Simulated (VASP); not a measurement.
A run of VASP 6.6.1:

Contents of INCAR:

```
SYSTEM = Co
ALGO     = Normal         ! electronic algorithm
EDIFF    = 1E-6           ! SCF threshold, eV
ENCUT    = 520            ! plane-wave cutoff, eV
GGA      = PS             ! functional
ISIF     = 2              ! what is computed and relaxed
ISMEAR   = 0              ! smearing method
ISPIN    = 2              ! spin polarisation
LASPH    = .True.         ! aspherical terms in the spheres
LCHARG   = .False.        ! write CHGCAR
LMAXMIX  = 4              ! l up to which the mixer works
LORBIT   = 11             ! projections on sites
LREAL    = .False.        ! projectors in reciprocal space
LWAVE    = .False.        ! write WAVECAR
MAGMOM   = 1.79 1.79      ! initial moments
NBANDS   = 20             ! bands
NELM     = 150            ! most SCF steps
PREC     = Accurate       ! precision mode
SIGMA    = 0.15           ! smearing width, eV
```

Contents of KPOINTS:

```
k-points
0
Gamma
  21 21 12
  0 0 0
```

File POSCAR:

```
Co
1.0
    2.3819000000      0.0000000000      0.0000000000
   -1.1909500000      2.0627859093      0.0000000000
    0.0000000000      0.0000000000      3.6500000000
Co
2
Direct
    0.3333333333      0.6666666667      0.2500000000
    0.6666666667      0.3333333333      0.7500000000
```

Potentials or basis: VASP PAW PBE potentials, release 64 (Co).

Run with:

```console
$ cat potpaw_PBE.64/Co/POTCAR > POTCAR
$ mpirun -np 1 vasp_std > vasp.out
```

Hardware: 1 thread of Intel(R) Xeon(R) 6975P-C (Granite Rapids), with other jobs on the host.

Q: Estimate the wall time of this run.

A: It took 2 min on 1 thread of Intel(R) Xeon(R) 6975P-C (Granite Rapids), with other jobs on the host, peak memory 0.27 GiB. Counts: scf iterations 13, k points 336.
